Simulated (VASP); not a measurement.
Runs of VASP 6.6.1 on KTaO3. The structure is that of space group Pm-3m (No. 221), or close to it. The cells are those of the table. 

```csv
cell,gap on the mesh (eV),pressure (GPa)
"a = 3.889, b = 3.988, c = 3.988 Å, 5 atoms",2.61,7.3
"a = 3.789, b = 3.988, c = 3.988 Å, 5 atoms",(a),(b)
"a = 4.088, b = 3.988, c = 3.988 Å, 5 atoms",2.51,-3.6
"a = 4.188, b = 3.988, c = 3.988 Å, 5 atoms",(c),-7.4
```

Alike in all rows: task single point; level r2SCAN; potentials or basis VASP PAW PBE potentials, release 64 (K_sv, Ta_pv, O); no spin polarisation; k mesh 6 × 6 × 6; cutoff (eV) 520; smearing gaussian 0.05 eV.

Q: Estimate the missing entries.

A: (a) 2.62; (b) 14.8; (c) 2.41.

Caveats: the PAW data sets were made with another functional, which shifts forces and pressure a little; spin-orbit coupling is left out, which moves the levels of the heavy elements.

A k mesh can miss the band edges, and the runs leave out spin-orbit coupling on Ta.
